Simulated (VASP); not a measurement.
# NaLaMnMoO6 (Cm) in VASP: a series of runs

The runs below take NaLaMnMoO6 through band structure, with PBE, LDA.

All numbers are computed with VASP 6.6.1; they aren't measurements. Logs are shortened: lines on timing, memory, paths and dates and some standing lists are left out, and cuts for length are marked.

## Step 1: The cell of the first run

The structure is monoclinic, space group Cm (No. 8). The conventional cell has a = 9.461 Å, b = 5.492 Å, c = 5.504 Å, α = 90.00°, β = 125.49°, γ = 90.00°. Na (site symmetry m) has 12 O at 2.41 to 3.10 Å and 4 Mn at 3.32 to 3.38 Å and 4 Mo at 3.33 to 3.38 Å within 3.4 Å. La (site symmetry m) has 12 O at 2.41 to 3.09 Å within 3.2 Å. Within 2.6 Å of Mn (site symmetry m) lie 6 O at 1.95 to 1.96 Å. Mo (site symmetry m) has 6 O at 1.96 to 1.98 Å within 2.6 Å. Within 2.6 Å of O (site symmetry 1) lie 1 Mn at 1.96 Å and 1 Mo at 1.97 Å and 1 La at 2.53 Å and 1 Na at 2.54 Å. O (site symmetry m) has 1 Mn at 1.95 Å and 1 Mo at 1.96 Å and 1 Na at 2.41 Å within 2.6 Å. O (site symmetry m) has 1 Mn at 1.96 Å and 1 Mo at 1.98 Å and 1 La at 2.41 Å within 2.6 Å. Within 2.6 Å of O (site symmetry 1) lie 1 Mn at 1.96 Å and 1 Mo at 1.97 Å and 1 Na at 2.52 Å and 1 La at 2.52 Å.

## Step 2: Band structure, PBE, collinear spin, ferromagnetic start

Contents of INCAR:

```
SYSTEM = NaLaMnMoO6
  PREC = Accurate
  ENCUT = 520
  EDIFF = 1E-6
  ISMEAR = -1
  SIGMA = 0.05
  LREAL = .False.
  LASPH = .True.
  NELM = 100
  ALGO = Normal
  ISIF = 2
  LWAVE = .False.
  LCHARG = .False.
  ISPIN = 2
  MAGMOM = 0 0 4 1 0 0 0 0 0 0
  LORBIT = 11
  LMAXMIX = 6
  GGA = PE
  KPAR = 4
```

Contents of KPOINTS:

```
regular mesh
0
Gamma
  6 6 6
  0 0 0
```

Contents of POSCAR:

```
NaLaMnMoO6                              
1.0
    4.7302821557     -2.7460354276     -0.0076611036
    4.7302821557      2.7460354276     -0.0076611036
   -3.1885503924      0.0000000000      4.4866168037
  Na              La              Mn              Mo              O             
     1     1     1     1     6
Direct
     0.2503792096155802    0.2503792096155802    0.7442301361300081
     0.7511536431430564    0.7511536431430564    0.2583890989181210
     0.4992502174563989    0.4992502174563989    0.4993871833507695
     0.0011910521862126    0.0011910521862126    0.0011921986268613
     0.2871131338366048    0.7848043200207633    0.2858874521184545
     0.7848043200207633    0.2871131338366048    0.2858874521184545
     0.2508645684607975    0.2508645684607975    0.1823914348455999
     0.7485894344599637    0.7485894344599637    0.8173540729824759
     0.2141982745102092    0.7127461463104128    0.7135704854546279
     0.7127461463104128    0.2141982745102092    0.7135704854546279
```

Contents of KPOINTS_OPT:

```
path XGY,LGZ,NGM,RG
15
line-mode
reciprocal
 0.0000000000  0.0000000000 -0.5000000000  X
 0.0000000000  0.0000000000  0.0000000000  G

 0.0000000000  0.0000000000  0.0000000000  G
 0.5000000000  0.0000000000  0.0000000000  Y

 0.5000000000  0.0000000000 -0.5000000000  L
 0.0000000000  0.0000000000  0.0000000000  G

 0.0000000000  0.0000000000  0.0000000000  G
-0.5000000000 -0.5000000000  0.5000000000  Z

-0.5000000000 -0.5000000000  0.0000000000  N
 0.0000000000  0.0000000000  0.0000000000  G

 0.0000000000  0.0000000000  0.0000000000  G
 0.0000000000 -0.5000000000  0.5000000000  M

 0.0000000000 -0.5000000000  0.0000000000  R
 0.0000000000  0.0000000000  0.0000000000  G
```

Potentials or basis: VASP PAW PBE potentials, release 64 (Na_pv, La, Mn_pv, Mo_sv, O).

The run is started by

```
$ cat potpaw_PBE.64/Na_pv/POTCAR potpaw_PBE.64/La/POTCAR potpaw_PBE.64/Mn_pv/POTCAR potpaw_PBE.64/Mo_sv/POTCAR potpaw_PBE.64/O/POTCAR > POTCAR
$ mpirun -np 4 vasp_std > vasp.out
```

OUTCAR:

```text
SYSTEM = NaLaMnMoO6
   PREC = Accurate
   ENCUT = 520
   EDIFF = 1E-6
   ISMEAR = -1
   LREAL = .False.
   LASPH = .True.
   NELM = 100
   ISIF = 2
   ISPIN = 2
   LORBIT = 11
   GGA = PE

 ion  position               nearest neighbor table
   1  0.250  0.250  0.744-
   2  0.751  0.751  0.258-   8 2.41   9 2.52  10 2.52   6 2.53   5 2.53   7 2.78   7 2.78   4 3.33
                             3 3.33   3 3.35   3 3.35   4 3.35   4 3.35   4 3.39   3 3.40
   3  0.499  0.499  0.499-   7 1.95   8 1.96   9 1.96  10 1.96   5 1.96   6 1.96   2 3.33   2 3.35
                             2 3.35   2 3.40
   4  0.001  0.001  0.001-   7 1.96   6 1.97   5 1.97   9 1.97  10 1.97   8 1.98   2 3.33   2 3.35
                             2 3.35   2 3.39
   5  0.287  0.785  0.286-   3 1.96   4 1.97   2 2.53
   6  0.785  0.287  0.286-   3 1.96   4 1.97   2 2.53
   7  0.251  0.251  0.182-   3 1.95   4 1.96   2 2.78   2 2.78
   8  0.749  0.749  0.817-   3 1.96   4 1.98   2 2.41
   9  0.214  0.713  0.714-   3 1.96   4 1.97   2 2.52
  10  0.713  0.214  0.714-   3 1.96   4 1.97   2 2.52

  LATTYP: Found a base centered monoclinic cell.
 ALAT       =     9.4605767192
 B/A-ratio  =     0.5805217819
 C/A-ratio  =     0.5818073716
 COS(beta)  =    -0.5806099610

  Lattice vectors:

 A1 = (   4.7302821557,  -2.7460354276,  -0.0076611036)
 A2 = (   4.7302821557,   2.7460354276,  -0.0076611036)
 A3 = (  -3.1885503924,   0.0000000000,   4.4866168037)

Analysis of symmetry for initial positions (statically):
=====================================================================
 Subroutine PRICEL returns:
 Original cell was already a primitive cell.

 Routine SETGRP: Setting up the symmetry group for a
 base centered monoclinic supercell.

 Subroutine GETGRP returns: Found  2 space group operations
 (whereof  2 operations were pure point group operations)
 out of a pool of  4 trial point group operations.

The static configuration has the point symmetry C_1h.

Analysis of symmetry for dynamics (positions and initial velocities):
=====================================================================
 Subroutine PRICEL returns:
 Original cell was already a primitive cell.

 Routine SETGRP: Setting up the symmetry group for a
 base centered monoclinic supercell.

 Subroutine GETGRP returns: Found  2 space group operations
 (whereof  2 operations were pure point group operations)
 out of a pool of  4 trial point group operations.

The dynamic configuration has the point symmetry C_1h.

Analysis of structural, dynamic, and magnetic symmetry:
=====================================================================
 Subroutine PRICEL returns:
 Original cell was already a primitive cell.

 Routine SETGRP: Setting up the symmetry group for a
 base centered monoclinic supercell.

 Subroutine GETGRP returns: Found  2 space group operations
 (whereof  2 operations were pure point group operations)
 out of a pool of  4 trial point group operations.

The overall configuration has the point symmetry C_1h.

 Subroutine INISYM returns: Found  2 space group operations
 (whereof  2 operations are pure point group operations),
 and found     1 'primitive' translations

----------------------------------------------------------------------------------------

                                     Primitive cell

  volume of cell :     116.4239

  direct lattice vectors                    reciprocal lattice vectors
     4.730282156 -2.746035428 -0.007661104     0.105823744 -0.182080681  0.075206855
     4.730282156  2.746035428 -0.007661104     0.105823744  0.182080681  0.075206855
    -3.188550392  0.000000000  4.486616804     0.000361398  0.000000000  0.223141931

[... 85 lines left out ...]
   dimension x,y,z NGXF=    84 NGYF=   84 NGZF=   84
   ions per type =               1   1   1   1   6
   NGX,Y,Z   is equivalent  to a cutoff of  12.77, 12.77, 12.69 a.u.
   NGXF,Y,Z  is equivalent  to a cutoff of  25.53, 25.53, 25.37 a.u.
 SYSTEM =  NaLaMnMoO6
   PREC   = accura    normal or accurate (medium, high low for compatibility)
[... 47 lines left out ...]

 k-point     1 :       0.0000    0.0000    0.0000
  band No.  band energies     occupation
      1     -55.2741      1.00000
      2     -43.1063      1.00000
      3     -43.0866      1.00000
      4     -43.0506      1.00000
      5     -29.4364      1.00000
      6     -29.4206      1.00000
[... 1285 lines left out ...]
     50      10.0437      0.00000
     51      10.0691      0.00000

 [... further k-points ...]

 spin component 2

 k-point     1 :       0.0000    0.0000    0.0000
  band No.  band energies     occupation
      1     -55.6420      1.00000
      2     -40.1750      1.00000
      3     -40.1228      1.00000
      4     -40.1149      1.00000
      5     -29.8447      1.00000
      6     -29.8172      1.00000
[... 1285 lines left out ...]
     50      10.0398      0.00000
     51      10.0872      0.00000

 [... further k-points ...]

------------------------ aborting loop because EDIFF is reached ----------------------------------------

  FORCE on cell =-STRESS in cart. coord.  units (eV):
  Direction    XX          YY          ZZ          XY          YZ          ZX
  --------------------------------------------------------------------------------------
  -------------------------------------------------------------------------------------
  Total        0.1435039      0.1696274      0.1367726      0.0000000      0.0000000      0.0081721
  in kB        1.9748413      2.3343429      1.8822085      0.0000000      0.0000000      0.1124614
  external PRESSURE =       2.0637976 kB  Pullay stress =       0.0000000 kB

 VOLUME and BASIS-vectors are now :
 -----------------------------------------------------------------------------
  energy-cutoff  :      520.00
  volume of cell :      116.42
      direct lattice vectors                 reciprocal lattice vectors
     4.730282156 -2.746035428 -0.007661104     0.105823744 -0.182080681  0.075206855
     4.730282156  2.746035428 -0.007661104     0.105823744  0.182080681  0.075206855
    -3.188550392  0.000000000  4.486616804     0.000361398  0.000000000  0.223141931

 POSITION                                       TOTAL-FORCE (eV/Angst)
 -----------------------------------------------------------------------------------
     -0.00429      0.00000      3.33524         0.003367      0.000000     -0.005649
      6.28245      0.00000      1.14778         0.005010      0.000000     -0.001707
      3.13087      0.00000      2.23291         0.002132      0.000000     -0.002572
      0.00747      0.00000      0.00533        -0.009029      0.000000      0.008127
      4.15891      1.36668      1.27446        -0.002356      0.002419      0.001317
      4.15891     -1.36668      1.27446        -0.002356     -0.002419      0.001317
      1.79176      0.00000      0.81448         0.004855      0.000000     -0.007686
      4.47590      0.00000      3.65568         0.003561      0.000000     -0.000017
      2.10945      1.36903      3.19442        -0.002592     -0.006763      0.003435
      2.10945     -1.36903      3.19442        -0.002592      0.006763      0.003435
 -----------------------------------------------------------------------------------
    total drift:                               -0.000283      0.000000     -0.000184

  FREE ENERGIE OF THE ION-ELECTRON SYSTEM (eV)
  ---------------------------------------------------
  free  energy   TOTEN  =       -78.6597102999 eV

  energy  without entropy=      -78.6292885524  energy(sigma->0) =      -78.64449943

 total charge

# of ion       s       p       d       f       tot
--------------------------------------------------
    1        0.041   5.982   0.000   0.000   6.023
    2        2.005   5.700   0.555   0.231   8.490
    3        0.293   6.360   4.962   0.000  11.615
    4        2.342   6.316   3.687   0.000  12.345
    5        1.565   3.466   0.000   0.000   5.030
    6        1.565   3.466   0.000   0.000   5.030
    7        1.565   3.460   0.000   0.000   5.024
    8        1.566   3.469   0.000   0.000   5.035
    9        1.565   3.465   0.000   0.000   5.030
   10        1.565   3.465   0.000   0.000   5.030
--------------------------------------------------
tot         14.070  45.148   9.204   0.231  68.654

 magnetization (x)

# of ion       s       p       d       f       tot
--------------------------------------------------
    1        0.000   0.000   0.000   0.000   0.000
    2        0.000   0.000  -0.005  -0.009  -0.014
    3        0.012   0.020   2.647   0.000   2.679
    4       -0.005  -0.008  -0.496   0.000  -0.509
    5        0.003   0.010   0.000   0.000   0.013
    6        0.003   0.010   0.000   0.000   0.013
    7        0.002   0.013   0.000   0.000   0.016
    8        0.002   0.013   0.000   0.000   0.015
    9        0.003   0.009   0.000   0.000   0.011
   10        0.003   0.009   0.000   0.000   0.011
--------------------------------------------------
tot          0.022   0.077   2.146  -0.009   2.236
```

It took 19 min on 4 MPI ranks of AMD EPYC 7R13 (Zen 3), shared host; peak memory 1.1 GiB.

What came out:

- Free energy: -78.6597 eV
- Pressure: 0.2 GPa
- Largest force: 0.012 eV/Å
- Band gap along the path: zero within the smearing
- Net moment: 2.26 μB per cell
- Site moments: Na +0.00; La -0.01; Mn +2.68; Mo -0.51; O +0.01, +0.02 (each value once) μB
- Valence electrons inside the program's atomic spheres: Na 6.02; La 8.49; Mn 11.62; Mo 12.35; O 5.03, 5.02, 5.04 (each value once)

Forces on the atoms (eV/Å):
```
Na   0.003  0.000 -0.006
La   0.005  0.000 -0.002
Mn   0.002  0.000 -0.003
Mo  -0.009  0.000  0.008
O   -0.002  0.002  0.001
O   -0.002 -0.002  0.001
O    0.005  0.000 -0.008
O    0.004  0.000  0.000
O   -0.003 -0.007  0.003
O   -0.003  0.007  0.003
```

Levels at the corners of the path, in eV from the Fermi level:
Spin up:
| point | band 39 | band 40 | band 41 | band 42 | band 43 | band 44 | band 45 | band 46 |
| --- | --- | --- | --- | --- | --- | --- | --- | --- |
| X | -2.00 | -1.86 | -1.78 | 0.52 | 0.56 | 0.79 | 0.87 | 0.92 |
| Γ | -2.71 | -2.51 | -2.33 | -0.73 | -0.51 | 0.83 | 0.94 | 1.09 |
| Γ | -2.71 | -2.51 | -2.33 | -0.73 | -0.51 | 0.83 | 0.94 | 1.09 |
| Y | -1.95 | -1.82 | -1.74 | 0.58 | 0.67 | 0.68 | 0.90 | 0.92 |
| L | -2.70 | -1.61 | -1.49 | -0.69 | 0.20 | 0.84 | 1.16 | 1.19 |
| Γ | -2.71 | -2.51 | -2.33 | -0.73 | -0.51 | 0.83 | 0.94 | 1.09 |
| Γ | -2.71 | -2.51 | -2.33 | -0.73 | -0.51 | 0.83 | 0.94 | 1.09 |
| Z | -1.98 | -1.91 | -1.74 | 0.48 | 0.68 | 0.72 | 0.88 | 0.89 |
| N | -2.55 | -1.65 | -1.57 | -0.46 | 0.25 | 0.72 | 0.99 | 1.29 |
| Γ | -2.71 | -2.51 | -2.33 | -0.73 | -0.51 | 0.83 | 0.94 | 1.09 |
| Γ | -2.71 | -2.51 | -2.33 | -0.73 | -0.51 | 0.83 | 0.94 | 1.09 |
| M | -2.70 | -1.61 | -1.49 | -0.69 | 0.20 | 0.84 | 1.16 | 1.19 |
| R | -1.95 | -1.82 | -1.74 | 0.58 | 0.67 | 0.68 | 0.90 | 0.92 |
| Γ | -2.71 | -2.51 | -2.33 | -0.73 | -0.51 | 0.83 | 0.94 | 1.09 |
Spin down:
```tsv
point	band 38	band 39	band 40	band 41	band 42	band 43	band 44	band 45
X	-2.71	0.08	0.12	0.43	0.62	0.64	0.70	2.22
Γ	-2.65	-1.05	-1.04	-0.94	0.84	1.05	1.46	1.60
Γ	-2.65	-1.05	-1.04	-0.94	0.84	1.05	1.46	1.60
Y	-2.89	0.16	0.28	0.40	0.61	0.67	0.71	2.26
L	-2.64	-1.02	0.49	0.62	0.78	0.97	1.15	1.62
Γ	-2.65	-1.05	-1.04	-0.94	0.84	1.05	1.46	1.60
Γ	-2.65	-1.05	-1.04	-0.94	0.84	1.05	1.46	1.60
Z	-2.72	0.11	0.25	0.28	0.57	0.67	0.73	2.29
N	-2.50	-1.08	0.48	0.52	0.93	0.95	1.32	1.48
Γ	-2.65	-1.05	-1.04	-0.94	0.84	1.05	1.46	1.60
Γ	-2.65	-1.05	-1.04	-0.94	0.84	1.05	1.46	1.60
M	-2.64	-1.02	0.49	0.62	0.78	0.97	1.15	1.62
R	-2.89	0.16	0.28	0.40	0.61	0.67	0.71	2.26
Γ	-2.65	-1.05	-1.04	-0.94	0.84	1.05	1.46	1.60
```

Caveat: spin-orbit coupling is left out, which moves the levels of the heavy elements; a cell with one magnetic atom can't hold antiferromagnetic order, which such compounds often take; semilocal functionals often make such compounds metallic where correlation or magnetic order opens a gap, which also shifts bond lengths.

## Step 3: Band structure, LDA, collinear spin, ferromagnetic start

This run uses another cell than the first one, of 10.76 Å³/atom.

INCAR: that of step 2 with these lines changed.

```diff
@@ -17,3 +17,2 @@
   LMAXMIX = 6
-  GGA = PE
   KPAR = 4
```

KPOINTS is that of step 2.

Contents of POSCAR:

```
NaLaMnMoO6                              
1.0
    4.6131314871     -2.6702734431      0.0007802609
    4.6131314871      2.6702734431      0.0007802609
   -3.1017740540      0.0000000000      4.3677385492
  Na              La              Mn              Mo              O             
     1     1     1     1     6
Direct
     0.2496615261434138    0.2496615261434138    0.7439870802753904
     0.7511599064283588    0.7511599064283588    0.2545285535205353
     0.4992862723576524    0.4992862723576524    0.4993177689468770
     0.0008959083174024    0.0008959083174024    0.0010292442948282
     0.2799042528637569    0.7763449725339222    0.2839265827238689
     0.7763449725339222    0.2799042528637569    0.2839265827238689
     0.2535945608950622    0.2535945608950622    0.1960211906282220
     0.7463324491193284    0.7463324491193284    0.7987619076995685
     0.2268586319609740    0.7162515193801282    0.7201805445934208
     0.7162515193801282    0.2268586319609740    0.7201805445934208
```

KPOINTS_OPT is that of step 2.

Potentials or basis: VASP PAW LDA potentials, release 64 (Na_pv, La, Mn_pv, Mo_sv, O).

The run is started by

```
$ cat potpaw_LDA.64/Na_pv/POTCAR potpaw_LDA.64/La/POTCAR potpaw_LDA.64/Mn_pv/POTCAR potpaw_LDA.64/Mo_sv/POTCAR potpaw_LDA.64/O/POTCAR > POTCAR
$ mpirun -np 4 vasp_std > vasp.out
```

Wall time 8.2 min (4 MPI ranks of AMD EPYC 7R13 (Zen 3), shared host); peak memory 1 GiB.

The run converged. Its results:

```yaml
Free_energy: -87.3779 eV
Pressure: 0.3 GPa
Largest_force: 0.013 eV/Å
Band_gap_along_the_path: zero within the smearing
Net_moment: -1.14 μB per cell
Site_moments: Na -0.00; La +0.02; Mn -1.60; Mo +0.48; O -0.01 μB
Valence_electrons_inside_the_program's_atomic_spheres: Na 6.03; La 8.57; Mn 11.96; Mo 12.54; O 5.04, 5.03 (each value once)
```

Forces on the atoms (eV/Å):
```
Na  -0.005  0.000  0.012
La   0.000  0.000 -0.001
Mn  -0.003  0.000 -0.004
Mo  -0.011  0.000 -0.005
O    0.002 -0.004  0.000
O    0.002  0.004  0.000
O    0.007  0.000  0.003
O   -0.001  0.000  0.007
O    0.004  0.000 -0.005
O    0.004  0.000 -0.005
```

Levels at the corners of the path, in eV from the Fermi level:
Spin up:
```csv
point,band 37,band 38,band 39,band 40,band 41,band 42,band 43,band 44,band 45,band 46
X,-3.38,-3.09,-0.10,-0.06,0.06,0.11,0.24,0.35,2.09,2.18
Γ,-3.03,-2.94,-1.68,-1.65,-1.56,0.61,0.80,1.29,1.43,1.63
Γ,-3.03,-2.94,-1.68,-1.65,-1.56,0.61,0.80,1.29,1.43,1.63
Y,-3.46,-3.23,-0.04,0.04,0.10,0.14,0.24,0.32,2.12,2.16
L,-3.57,-2.91,-1.60,0.31,0.37,0.47,0.81,0.94,1.46,1.88
Γ,-3.03,-2.94,-1.68,-1.65,-1.56,0.61,0.80,1.29,1.43,1.63
Γ,-3.03,-2.94,-1.68,-1.65,-1.56,0.61,0.80,1.29,1.43,1.63
Z,-3.36,-3.10,-0.13,-0.03,0.08,0.14,0.22,0.30,2.14,2.14
N,-3.61,-2.79,-1.65,0.28,0.31,0.63,0.71,1.08,1.32,1.89
Γ,-3.03,-2.94,-1.68,-1.65,-1.56,0.61,0.80,1.29,1.43,1.63
Γ,-3.03,-2.94,-1.68,-1.65,-1.56,0.61,0.80,1.29,1.43,1.63
M,-3.57,-2.91,-1.60,0.31,0.37,0.47,0.81,0.94,1.46,1.88
R,-3.46,-3.23,-0.04,0.04,0.10,0.14,0.24,0.32,2.12,2.16
Γ,-3.03,-2.94,-1.68,-1.65,-1.56,0.61,0.80,1.29,1.43,1.63
```
Spin down:
```
point  band 38  band 39  band 40  band 41  band 42  band 43  band 44  band 45
    X    -3.12    -1.37    -1.26    -1.17     0.26     0.30     0.56     1.62
    Γ    -3.05    -2.45    -2.33    -2.22    -0.15     0.08     0.85     0.99
    Γ    -3.05    -2.45    -2.33    -2.22    -0.15     0.08     0.85     0.99
    Y    -3.26    -1.32    -1.22    -1.16     0.32     0.41     0.52     1.65
    L    -2.94    -2.39    -0.93    -0.86    -0.15     0.76     0.96     1.04
    Γ    -3.05    -2.45    -2.33    -2.22    -0.15     0.08     0.85     0.99
    Γ    -3.05    -2.45    -2.33    -2.22    -0.15     0.08     0.85     0.99
    Z    -3.13    -1.36    -1.28    -1.15     0.25     0.39     0.46     1.69
    N    -2.81    -2.42    -0.96    -0.90     0.09     0.65     0.76     1.20
    Γ    -3.05    -2.45    -2.33    -2.22    -0.15     0.08     0.85     0.99
    Γ    -3.05    -2.45    -2.33    -2.22    -0.15     0.08     0.85     0.99
    M    -2.94    -2.39    -0.93    -0.86    -0.15     0.76     0.96     1.04
    R    -3.26    -1.32    -1.22    -1.16     0.32     0.41     0.52     1.65
    Γ    -3.05    -2.45    -2.33    -2.22    -0.15     0.08     0.85     0.99
```

Caveat: spin-orbit coupling is left out, which moves the levels of the heavy elements; a cell with one magnetic atom can't hold antiferromagnetic order, which such compounds often take; semilocal functionals often make such compounds metallic where correlation or magnetic order opens a gap, which also shifts bond lengths.
